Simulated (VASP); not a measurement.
Al3Cu, 4 atoms in the cell. It takes space group P4/mmm (No. 123, tetragonal). The conventional cell has a = 2.778 Å, b = 2.778 Å, c = 7.513 Å, α = 90.00°, β = 90.00°, γ = 90.00°. Al (site symmetry 4/mmm) has 16 Al at 2.78 to 3.93 Å and 2 Cu at 3.76 Å within 4.0 Å. Al (site symmetry 4mm) has 4 Cu at 2.60 Å and 9 Al at 2.78 to 3.40 Å within 3.4 Å. Within 3.4 Å of Cu (site symmetry 4/mmm) lie 8 Al at 2.60 Å and 4 Cu at 2.78 Å. 

```yaml
Program: VASP 6.6.1
Task: single point
Functional: r2SCAN
Potentials_or_basis: VASP PAW PBE potentials, release 64 (Al, Cu)
Cutoff: 520 eV
k_mesh: 8 × 8 × 3
Occupations: gaussian, width 0.2 eV
Spin: no spin polarisation
Dipole_correction: no
Further_INCAR_settings: ALGO = Normal; EDIFF = 1e-06; NBANDS = 18
```

Potentials or basis: VASP PAW PBE potentials, release 64 (Al, Cu).

The run is started by

```console
$ cat potpaw_PBE.64/Al/POTCAR potpaw_PBE.64/Cu/POTCAR > POTCAR
$ cp INCAR.step1 INCAR
$ mpirun -np 1 vasp_std > vasp.out
$ cp INCAR.step2 INCAR
$ mpirun -np 1 vasp_std > vasp.out
```

Hardware: 1 thread of Intel Xeon 8259CL (shared host).

Question: How long does it take, and how much memory?

Answer: It took 2.5 min on 1 thread of Intel Xeon 8259CL, on a shared host, peak memory 0.19 GiB. Counts: k points 30.
